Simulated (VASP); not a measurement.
ZrAl3B3N:

```
Zr Al B N
1.0
     4.59554    0.00000    0.00000
     0.00000    4.59554    0.00000
     0.00000    0.00000    4.59554
Zr Al B N
1 3 3 1
Direct
  0.50000 0.50000 0.50000
  0.50000 0.00000 0.00000
  0.00000 0.50000 0.00000
  0.00000 0.00000 0.50000
  0.00000 0.50000 0.50000
  0.50000 0.00000 0.50000
  0.50000 0.50000 0.00000
  0.00000 0.00000 0.00000
```

The cell was built from a structure type or drawn by symmetry, and may not be a known phase.

* Program: VASP 6.6.1
* Task: relaxation of cell and atoms
* Functional: PBE
* Potentials or basis: VASP PAW PBE potentials, release 64 (Zr_sv, Al, B, N)
* Cutoff: 600 eV
* k mesh: 3 × 3 × 3
* Occupations: gaussian, width 0.15 eV
* Spin: no spin polarisation

At the start: pressure -4.2 GPa; volume 12.13 Å³/atom.

Task: Where does the relaxation end?

Result: Over 3 steps the energy falls by 4.8 meV/atom and the volume is 11.77 Å³/atom (-3.0 %); space group Pm-3m (No. 221, to 0.1 Å) before and after.

Step by step:
```tsv
step	energy change (eV)	largest force (eV/Å)	pressure (GPa)	volume (Å³)
1	0.0000	0.0000	-4.17	97.05
2	-0.0270	0.0000	2.46	92.68
3	-0.0383	0.0000	0.00	94.19
```

Final structure:
```xyz
8
Lattice="4.5498 0.0000 0.0000 0.0000 4.5498 0.0000 0.0000 0.0000 4.5498" Properties=species:S:1:pos:R:3 pbc="T T T"
Zr    2.2749    2.2749    2.2749
Al    2.2749    0.0000    0.0000
Al    0.0000    2.2749    0.0000
Al    0.0000    0.0000    2.2749
B     0.0000    2.2749    2.2749
B     2.2749    0.0000    2.2749
B     2.2749    2.2749    0.0000
N     0.0000    0.0000    0.0000
```

Caveat: the k points lie up to 0.46 Å⁻¹ apart in the final cell, too coarse for converged energies and pressures of a metal.
